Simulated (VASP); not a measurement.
# Ni3Ge (Pm-3m) in VASP: a series of runs

The runs below take Ni3Ge through relaxation of cell and atoms, single point, with PBEsol.

Program: VASP 6.6.1. These are calculated values, not measurements. Logs are shortened: lines on timing, memory, paths and dates and some standing lists are left out, and cuts for length are marked.

## 1. The cell of the first run

It takes space group Pm-3m (No. 221, cubic). Conventional cell: a = 3.558 Å, b = 3.558 Å, c = 3.558 Å, α = 90.00°, β = 90.00°, γ = 90.00°. Within 3.3 Å of Ni (site symmetry 4/mmm) lie 8 Ni at 2.52 Å and 4 Ge at 2.52 Å. Ge (site symmetry m-3m) has 12 Ni at 2.52 Å within 3.3 Å.

## 2. Relaxation of cell and atoms, PBEsol, target pressure -3 GPa, at which the enthalpy is minimised

Contents of INCAR:

```
  ALGO = Fast
  EDIFF = 1E-7
  EDIFFG = -0.008
  ENCUT = 600
  GGA = PS
  IBRION = 2
  ISIF = 3
  ISMEAR = 0
  LASPH = T
  LCHARG = F
  LREAL = F
  LWAVE = F
  NELM = 80
  NSW = 70
  PREC = Accurate
  PSTRESS = -30.0
  SIGMA = 0.1
```

Contents of KPOINTS:

```
k-points
0
Gamma
  12 12 12
```

Contents of POSCAR:

```
Ni3Ge
1.0
    3.5583919611      0.0000000000      0.0000000000
    0.0000000000      3.5583919611      0.0000000000
    0.0000000000      0.0000000000      3.5583919611
Ni Ge
3 1
Direct
    0.5000000000      0.0000000000      0.5000000000
    0.0000000000      0.5000000000      0.5000000000
    0.5000000000      0.5000000000      0.0000000000
    0.0000000000      0.0000000000      0.0000000000
```

Potentials or basis: VASP PAW PBE potentials, release 64 (Ni, Ge_d).

Started as:

```
$ cat potpaw_PBE.64/Ni/POTCAR potpaw_PBE.64/Ge_d/POTCAR > POTCAR
$ mpirun -np 1 vasp_std > vasp.out
```

OUTCAR:

```text
EDIFF = 1E-7
   EDIFFG = -0.008
   ENCUT = 600
   GGA = PS
   IBRION = 2
   ISIF = 3
   ISMEAR = 0
   LASPH = T
   LREAL = F
   NELM = 80
   NSW = 70
   PREC = Accurate
   PSTRESS = -30.0

 ion  position               nearest neighbor table
   1  0.500  0.000  0.500-   2 2.52   3 2.52   4 2.52   3 2.52   4 2.52   2 2.52   3 2.52   3 2.52
                             2 2.52   4 2.52   4 2.52   2 2.52
   2  0.000  0.500  0.500-   1 2.52   3 2.52   4 2.52   3 2.52   4 2.52   1 2.52   4 2.52   4 2.52
                             1 2.52   3 2.52   3 2.52   1 2.52
   3  0.500  0.500  0.000-   1 2.52   2 2.52   4 2.52   1 2.52   2 2.52   1 2.52   4 2.52   1 2.52
                             2 2.52   4 2.52   2 2.52   4 2.52
   4  0.000  0.000  0.000-   1 2.52   2 2.52   3 2.52   1 2.52   2 2.52   2 2.52   3 2.52   2 2.52
                             1 2.52   3 2.52   1 2.52   3 2.52

  LATTYP: Found a simple cubic cell.
 ALAT       =     3.5583919611

  Lattice vectors:

 A1 = (   3.5583919611,   0.0000000000,   0.0000000000)
 A2 = (   0.0000000000,   3.5583919611,   0.0000000000)
 A3 = (   0.0000000000,   0.0000000000,   3.5583919611)

Analysis of symmetry for initial positions (statically):
=====================================================================
 Subroutine PRICEL returns:
 Original cell was already a primitive cell.

 Routine SETGRP: Setting up the symmetry group for a
 simple cubic supercell.

 Subroutine GETGRP returns: Found 48 space group operations
 (whereof 48 operations were pure point group operations)
 out of a pool of 48 trial point group operations.

The static configuration has the point symmetry O_h .

Analysis of symmetry for dynamics (positions and initial velocities):
=====================================================================
 Subroutine PRICEL returns:
 Original cell was already a primitive cell.

 Routine SETGRP: Setting up the symmetry group for a
 simple cubic supercell.

 Subroutine GETGRP returns: Found 48 space group operations
 (whereof 48 operations were pure point group operations)
 out of a pool of 48 trial point group operations.

The dynamic configuration has the point symmetry O_h .

 Subroutine INISYM returns: Found 48 space group operations
 (whereof 48 operations are pure point group operations),
 and found     1 'primitive' translations

----------------------------------------------------------------------------------------

                                     Primitive cell

  volume of cell :      45.0569

[... 75 lines left out ...]
   number of dos      NEDOS =    301   number of ions     NIONS =      4
   total plane-waves  NPLWV =  21952
   dimension x,y,z NGX =    28 NGY =   28 NGZ =   28
   dimension x,y,z NGXF=    56 NGYF=   56 NGZF=   56
   ions per type =               3   1
   NGX,Y,Z   is equivalent  to a cutoff of  13.08, 13.08, 13.08 a.u.
   NGXF,Y,Z  is equivalent  to a cutoff of  26.16, 26.16, 26.16 a.u.
 SYSTEM =  unknown system
   PREC   = accura    normal or accurate (medium, high low for compatibility)
   ISTART =      0    job   : 0-new  1-cont  2-samecut
   ICHARG =      2    charge: 1-file 2-atom 10-const
   ISPIN  =      1    spin polarized calculation?
   LNONCOLLINEAR =      F non collinear calculations
   LSORBIT =      F    spin-orbit coupling
   LASPH  =      T    aspherical Exc in radial PAW
   ENCUT  =  600.0 eV  44.10 Ry    6.64 a.u.   7.11  7.11  7.11*2*pi/ulx,y,z
   NELM   =     80;   NELMIN=  2; NELMDL= -5     # of ELM steps
   EDIFF  = 0.1E-06   stopping-criterion for ELM
   LREAL  =      F    real-space projection
   EDIFFG = -.8E-02   stopping-criterion for IOM
   NSW    =     70    number of steps for IOM
   IBRION =      2    ionic relax: 0-MD 1-quasi-New 2-CG
   NFREE  =      1    steps in history (QN), initial steepest desc. (CG)
   ISIF   =      3    stress and relaxation
   ISYM   =      2    0-nonsym 1-usesym 2-fastsym
   POTIM  = 0.5000    time-step for ionic-motion
   TEBEG  =    0.0;   TEEND  =   0.0 temperature during run
   PSTRESS=  -30.0 pullay stress
   NELECT =      44.0000    total number of electrons
   NUPDOWN=      -1.0000    fix difference up-down
   EMIN   =  10.00;   EMAX   =-10.00  energy-range for DOS
   EFERMI =   0.00;   METHOD = LEGACY
   ISMEAR =     0;   SIGMA  =   0.10  broadening in eV -4-tet -1-fermi 0-gaus
   EFERMI_NEDOS =   21; number of points for ismear=-14 and -15
   IALGO  =     68    algorithm
   IMIX   =      4    mixing-type and parameters
     AMIX     =   0.40;   BMIX     =  1.00
     AMIX_MAG =   1.60;   BMIX_MAG =  1.00
  volume/ion in A,a.u.               =      11.26        76.01
  Fermi-wavevector in a.u.,A,eV,Ry     =   1.624197  3.069287 35.892369  2.638015
  Thomas-Fermi vector in A             =   2.717523
   LORBIT       =      0    0 simple, 1 ext, 2 COOP (PROOUT), +10 PAW based schemes
   GGA     = PS    functional components
   LHFCALC =     F    Hartree Fock is set to
   AEXX    =    0.0000 exact exchange contribution
   IVDW    =     0    specifies the selected vdW correction
   LEPSILON=     F    determine dielectric tensor
   LRPA    =     F    only Hartree local field effects (RPA)
 conjugate gradient relaxation of ions
 non-spin polarized calculation
 RMM-DIIS sequential band-by-band and
 Gauss-broadening in eV      SIGMA  =   0.10
  energy-cutoff  :      600.00
  volume of cell :       45.06
 maximum number of plane-waves:      1518
   NGX = 15   NGY = 15   NGZ = 15

--------------------------------------- Ionic step        1  -------------------------------------------

 number of electron      43.9999999 magnetization

 Free energy of the ion-electron system (eV)
  ---------------------------------------------------
  ext. energy  EPLUGINS =         0.00000000
  ---------------------------------------------------
  free energy    TOTEN  =       -24.72320841 eV

  energy without entropy =      -24.71286971  energy(sigma->0) =      -24.71803906

 E-fermi :   9.8447     XC(G=0): -13.5085

 val. band max:        9.8307353446   @ k =   0.0833   0.0833   0.0000
 cond. band min:       9.8665557184   @ k =   0.4167   0.4167   0.3333
 fundamental gap:      0.0358203738
 Fermi energy:         9.8447422824

 k-point     1 :       0.0000    0.0000    0.0000
  band No.  band energies     occupation
      1     -14.7188      2.00000
      2     -14.7188      2.00000
      3     -14.7055      2.00000
      4     -14.7055      2.00000
      5     -14.7055      2.00000
      6      -2.5126      2.00000
[... 806 lines left out ...]
--------------------------------------- Ionic step        4  -------------------------------------------

 number of electron      43.9999979 magnetization

 Free energy of the ion-electron system (eV)
  ---------------------------------------------------
  ext. energy  EPLUGINS =         0.00000000
  ---------------------------------------------------
  free energy    TOTEN  =       -24.73975708 eV

  energy without entropy =      -24.72950732  energy(sigma->0) =      -24.73463220

 E-fermi :  10.0475     XC(G=0): -13.5909

 val. band max:       10.0344939653   @ k =   0.0833   0.0833   0.0000
 cond. band min:      10.0693455107   @ k =   0.4167   0.4167   0.3333
 fundamental gap:      0.0348515454
 Fermi energy:        10.0475291212

 k-point     1 :       0.0000    0.0000    0.0000
  band No.  band energies     occupation
      1     -14.5274      2.00000
      2     -14.5274      2.00000
      3     -14.5133      2.00000
      4     -14.5133      2.00000
      5     -14.5133      2.00000
      6      -2.4254      2.00000
[... 722 lines left out ...]
  energy  without entropy=      -24.7295073201  energy(sigma->0) =      -24.73463220

  enthalpy is  TOTEN    =       -25.5718125983 eV   P V=       -0.8320555170

 reached required accuracy - stopping structural energy minimisation
```

CONTCAR:

```text
Ni3Ge
   1.00000000000000
     3.5419890214452932    0.0000000000000000   -0.0000000000000000
    -0.0000000000000000    3.5419890214452932   -0.0000000000000000
     0.0000000000000000    0.0000000000000000    3.5419890214452932
  Ni              Ge
     3     1
Direct
     0.5000000000000000    0.0000000000000000    0.5000000000000000
     0.0000000000000000    0.5000000000000000    0.5000000000000000
     0.5000000000000000    0.5000000000000000    0.0000000000000000
     0.0000000000000000    0.0000000000000000    0.0000000000000000

  0.00000000E+00  0.00000000E+00  0.00000000E+00
  0.00000000E+00  0.00000000E+00  0.00000000E+00
  0.00000000E+00  0.00000000E+00  0.00000000E+00
  0.00000000E+00  0.00000000E+00  0.00000000E+00
```

Run time: 3.8 min. Hardware: 1 thread of Intel Xeon Platinum 8488C (Sapphire Rapids), shared host; peak memory 0.23 GiB.

Results:

- Free energy: -24.7398 eV
- Relaxed volume: 11.11 Å³/atom
- Relaxed cell: a = 3.542 Å, b = 3.542 Å, c = 3.542 Å, α = 90.00°, β = 90.00°, γ = 90.00°
- Space group after relaxing (to 0.05 Å): Pm-3m (No. 221)
- Energy change on relaxing (the enthalpy is what falls): -4.1 meV/atom
- Ionic steps: 4
- Pressure after relaxing: -2.9 GPa
- Band gap on the k mesh: zero (band 22 reaches 10.08 eV, above the bottom of band 23 at 9.85 eV)

Step by step:
```
step  energy change (eV)  largest force (eV/Å)  pressure (GPa)  volume (Å³)
   1              0.0000                0.0000           -5.52        45.06
   2             -0.0221                0.0000           -0.99        43.91
   3             -0.0156                0.0000           -3.19        44.49
   4             -0.0165                0.0000           -2.91        44.44
```

Final structure:
```xyz
4
Lattice="3.5420 0.0000 0.0000 0.0000 3.5420 0.0000 0.0000 0.0000 3.5420" Properties=species:S:1:pos:R:3 pbc="T T T"
Ni    1.7710    0.0000    1.7710
Ni    0.0000    1.7710    1.7710
Ni    1.7710    1.7710    0.0000
Ge    0.0000    0.0000    0.0000
```

Caveat: the cell is relaxed towards a set pressure, so the enthalpy falls and the energy may rise; the PAW data sets were made with another functional, which shifts forces and pressure a little. Spin polarisation is off, so any magnetic state and its effect on volume and gap are missing.

## 3. Relaxation of cell and atoms, PBEsol, target pressure 60 GPa, at which the enthalpy is minimised

This run uses another cell than the first one, of 9.10 Å³/atom, 0.808 times its volume.

Contents of INCAR:

```
ALGO = Fast
EDIFF = 1E-6
EDIFFG = -0.008
ENCUT = 600
GGA = PS
IBRION = 2
ISIF = 3
ISMEAR = 0
LASPH = T
LCHARG = F
LREAL = F
LWAVE = F
NELM = 100
NSW = 70
PREC = Accurate
PSTRESS = 600.0
SIGMA = 0.1
```

KPOINTS is that of step 2.

Contents of POSCAR:

```
Ni3Ge
1.0
    3.3140888074      0.0000000000      0.0000000000
    0.0000000000      3.3140888074      0.0000000000
    0.0000000000      0.0000000000      3.3140888074
Ni Ge
3 1
Direct
    0.5000000000      0.0000000000      0.5000000000
    0.0000000000      0.5000000000      0.5000000000
    0.5000000000      0.5000000000      0.0000000000
    0.0000000000      0.0000000000      0.0000000000
```

Potentials or basis: VASP PAW PBE potentials, release 64 (Ni, Ge_d).

Started as:

```
$ cat potpaw_PBE.64/Ni/POTCAR potpaw_PBE.64/Ge_d/POTCAR > POTCAR
$ mpirun -np 1 vasp_std > vasp.out
```

OUTCAR:

```text
EDIFF = 1E-6
   EDIFFG = -0.008
   ENCUT = 600
   GGA = PS
   IBRION = 2
   ISIF = 3
   ISMEAR = 0
   LASPH = T
   LREAL = F
   NELM = 100
   NSW = 70
   PREC = Accurate
   PSTRESS = 600.0

 ion  position               nearest neighbor table
   1  0.500  0.000  0.500-   2 2.34   3 2.34   4 2.34   3 2.34   4 2.34   2 2.34   3 2.34   3 2.34
                             2 2.34   4 2.34   4 2.34   2 2.34
   2  0.000  0.500  0.500-   1 2.34   3 2.34   4 2.34   3 2.34   4 2.34   1 2.34   4 2.34   4 2.34
                             1 2.34   3 2.34   3 2.34   1 2.34
   3  0.500  0.500  0.000-   1 2.34   2 2.34   4 2.34   1 2.34   2 2.34   1 2.34   4 2.34   1 2.34
                             2 2.34   4 2.34   2 2.34   4 2.34
   4  0.000  0.000  0.000-   1 2.34   2 2.34   3 2.34   1 2.34   2 2.34   2 2.34   3 2.34   2 2.34
                             1 2.34   3 2.34   1 2.34   3 2.34

  LATTYP: Found a simple cubic cell.
 ALAT       =     3.3140888074

  Lattice vectors:

 A1 = (   3.3140888074,   0.0000000000,   0.0000000000)
 A2 = (   0.0000000000,   3.3140888074,   0.0000000000)
 A3 = (   0.0000000000,   0.0000000000,   3.3140888074)

Analysis of symmetry for initial positions (statically):
=====================================================================
 Subroutine PRICEL returns:
 Original cell was already a primitive cell.

 Routine SETGRP: Setting up the symmetry group for a
 simple cubic supercell.

 Subroutine GETGRP returns: Found 48 space group operations
 (whereof 48 operations were pure point group operations)
 out of a pool of 48 trial point group operations.

The static configuration has the point symmetry O_h .

Analysis of symmetry for dynamics (positions and initial velocities):
=====================================================================
 Subroutine PRICEL returns:
 Original cell was already a primitive cell.

 Routine SETGRP: Setting up the symmetry group for a
 simple cubic supercell.

 Subroutine GETGRP returns: Found 48 space group operations
[... 130 lines left out ...]
  Thomas-Fermi vector in A             =   2.815905
   LORBIT       =      0    0 simple, 1 ext, 2 COOP (PROOUT), +10 PAW based schemes
   GGA     = PS    functional components
   LHFCALC =     F    Hartree Fock is set to
   AEXX    =    0.0000 exact exchange contribution
   IVDW    =     0    specifies the selected vdW correction
   LEPSILON=     F    determine dielectric tensor
   LRPA    =     F    only Hartree local field effects (RPA)
 conjugate gradient relaxation of ions
 non-spin polarized calculation
 RMM-DIIS sequential band-by-band and
 Gauss-broadening in eV      SIGMA  =   0.10
  energy-cutoff  :      600.00
  volume of cell :       36.40
 maximum number of plane-waves:      1233
 NGX is ok and might be reduce to    28
   NGX = 13   NGY = 13   NGZ = 13

--------------------------------------- Ionic step        1  -------------------------------------------

 number of electron      43.9999976 magnetization

 Free energy of the ion-electron system (eV)
  ---------------------------------------------------
  ext. energy  EPLUGINS =         0.00000000
  ---------------------------------------------------
  free energy    TOTEN  =       -23.51708333 eV

  energy without entropy =      -23.50807248  energy(sigma->0) =      -23.51257791

------------------------ aborting loop because EDIFF is reached ----------------------------------------

  FORCE on cell =-STRESS in cart. coord.  units (eV):
  Direction    XX          YY          ZZ          XY          YZ          ZX
  --------------------------------------------------------------------------------------
  -------------------------------------------------------------------------------------
  Total       14.5661260     14.5661260     14.5661260      0.0000000      0.0000000      0.0000000
  in kB      641.1537980    641.1537980    641.1537980      0.0000000      0.0000000      0.0000000
  external PRESSURE =      41.1537980 kB  Pullay stress =     600.0000000 kB
[... 67 lines left out ...]
--------------------------------------- Ionic step        3  -------------------------------------------

 number of electron      43.9999989 magnetization

 Free energy of the ion-electron system (eV)
  ---------------------------------------------------
  ext. energy  EPLUGINS =         0.00000000
  ---------------------------------------------------
  free energy    TOTEN  =       -23.61752074 eV

  energy without entropy =      -23.60846243  energy(sigma->0) =      -23.61299159

 E-fermi :  13.1819     XC(G=0): -14.7798

 val. band max:       13.1596965663   @ k =   0.5000   0.5000   0.3333
 cond. band min:      13.1821395199   @ k =   0.0833   0.0833   0.0000
 fundamental gap:      0.0224429536
 Fermi energy:        13.1818893745

 k-point     1 :       0.0000    0.0000    0.0000
  band No.  band energies     occupation
      1     -11.6418      2.00000
      2     -11.6418      2.00000
      3     -11.6102      2.00000
      4     -11.6102      2.00000
      5     -11.6102      2.00000
      6      -1.0455      2.00000
[... 685 lines left out ...]
     25      18.6685      0.00000
     26      20.5122      0.00000

 [... further k-points ...]
[... 5 lines left out ...]
  --------------------------------------------------------------------------------------
  -------------------------------------------------------------------------------------
  Total       13.7440114     13.7440114     13.7440114     -0.0000000     -0.0000000      0.0000000
  in kB      600.6428539    600.6428539    600.6428539     -0.0000000     -0.0000000      0.0000000
  external PRESSURE =       0.6428539 kB  Pullay stress =     600.0000000 kB
[... 23 lines left out ...]
  energy  without entropy=      -23.6084624289  energy(sigma->0) =      -23.61299159

  enthalpy is  TOTEN    =        -9.8882192015 eV   P V=       13.7293015409

 reached required accuracy - stopping structural energy minimisation
```

OSZICAR:

```text
N       E                     dE             d eps       ncg     rms          rms(c)
DAV:   1     0.333459754951E+03    0.33346E+03   -0.22432E+04  4642   0.442E+03
DAV:   2     0.137828535867E+02   -0.31968E+03   -0.31197E+03  4368   0.627E+02
DAV:   3    -0.258309518095E+02   -0.39614E+02   -0.38816E+02  4390   0.202E+02
[... 37 lines left out ...]
RMM:   9    -0.236175195779E+02   -0.88632E-05   -0.95902E-05  5893   0.687E-02    0.138E-02
RMM:  10    -0.236175216851E+02   -0.21072E-05   -0.17727E-05  4785   0.299E-02    0.145E-02
RMM:  11    -0.236175246119E+02   -0.29269E-05   -0.59573E-06  4218   0.239E-02    0.217E-02
RMM:  12    -0.236175216719E+02    0.29400E-05   -0.43410E-06  3883   0.279E-02    0.151E-02
RMM:  13    -0.236175207424E+02    0.92954E-06   -0.23358E-06  3170   0.156E-02
   3 F= -.98882192E+01 E0= -.98836900E+01  d E =-.230461E-02
```

CONTCAR:

```text
Ni3Ge
   1.00000000000000
     3.3220226705853619   -0.0000000000000000    0.0000000000000000
     0.0000000000000000    3.3220226705853619   -0.0000000000000000
     0.0000000000000000    0.0000000000000000    3.3220226705853619
  Ni              Ge
     3     1
Direct
     0.5000000000000000    0.0000000000000000    0.5000000000000000
     0.0000000000000000    0.5000000000000000    0.5000000000000000
     0.5000000000000000    0.5000000000000000    0.0000000000000000
     0.0000000000000000    0.0000000000000000    0.0000000000000000

  0.00000000E+00  0.00000000E+00  0.00000000E+00
  0.00000000E+00  0.00000000E+00  0.00000000E+00
  0.00000000E+00  0.00000000E+00  0.00000000E+00
  0.00000000E+00  0.00000000E+00  0.00000000E+00
```

Run time: 2.8 min. Hardware: 1 thread of Intel Xeon Platinum 8488C (Sapphire Rapids), shared host; peak memory 0.22 GiB.

Results:

```yaml
Free_energy: -23.6175 eV
Relaxed_volume: 9.17 Å³/atom
Relaxed_cell: a = 3.322 Å, b = 3.322 Å, c = 3.322 Å, α = 90.00°, β = 90.00°, γ = 90.00°
Space_group_after_relaxing_to_0.05_Å: Pm-3m (No. 221)
Energy_change_on_relaxing_the_enthalpy_is_what_falls: -25.1 meV/atom
Ionic_steps: 3
Pressure_after_relaxing: 60.1 GPa
Band_gap_on_the_k_mesh: zero (band 22 reaches 13.24 eV, above the bottom of band 23 at 12.93 eV)
```

The path:
```
step  energy change (eV)  largest force (eV/Å)  pressure (GPa)  volume (Å³)
   1              0.0000                0.0000           64.12        36.40
   2             -0.4291                0.0000           47.69        37.64
   3             -0.1004                0.0000           60.06        36.66
```

Final structure:
```cif
data_structure
_symmetry_space_group_name_H-M 'P 1'
_symmetry_Int_Tables_number 1
_cell_length_a 3.3220
_cell_length_b 3.3220
_cell_length_c 3.3220
_cell_angle_alpha 90.000
_cell_angle_beta 90.000
_cell_angle_gamma 90.000
_cell_volume 36.66
loop_
_atom_site_label
_atom_site_type_symbol
_atom_site_fract_x
_atom_site_fract_y
_atom_site_fract_z
_atom_site_occupancy
Ni1 Ni 0.50000 0.00000 0.50000 1
Ni2 Ni 0.00000 0.50000 0.50000 1
Ni3 Ni 0.50000 0.50000 0.00000 1
Ge1 Ge 0.00000 0.00000 0.00000 1
```

Caveat: the cell is relaxed towards a set pressure, so the enthalpy falls and the energy may rise; the PAW data sets were made with another functional, which shifts forces and pressure a little. Spin polarisation is off, so any magnetic state and its effect on volume and gap are missing.

(Continued in part 2 of 2.)
